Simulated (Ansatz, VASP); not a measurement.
## BaS: VASP beside Ansatz

```xyz
2
Lattice="0.0000 3.4493 2.9383 3.4493 0.0000 2.9383 3.4493 3.4493 0.0000" Properties=species:S:1:pos:R:3 pbc="T T T"
Ba    0.0000    0.0000    0.0000
S     3.4493    3.4493    2.9383
```

Change from the starting cell: strain +0.080 along x and y, -0.080 along z, atoms carried along.

Alike in both runs: task single point; functional r2SCAN; k mesh 6 × 6 × 6; occupations gaussian, width 0.05 eV; no spin polarisation.

|  | VASP | Ansatz |
| --- | --- | --- |
| version | VASP 6.6.1 | Ansatz 0.2.0 |
| potentials or method | VASP PAW PBE potentials, release 64 (Ba_sv, S), cutoff 520 eV | scalar-relativistic, plane waves, PAW |
| valence electrons in the cell | 16 | 16 |

```csv
,VASP,Ansatz,Ansatz less VASP
gap on the k mesh at the Fermi level (eV),1.97,2.09,+0.121
least direct gap on the mesh (eV),2.31,2.37,+0.064
pressure (GPa),1.4,0.7,-0.62
"traceless stress, the component that is largest in VASP (GPa)",10.52,9.60,-0.923
```

VASP's potentials were made for PBE, not for r2SCAN. With one functional, cell and mesh, what is left measures potentials, basis and numerics.

Neither program's run includes spin-orbit coupling.
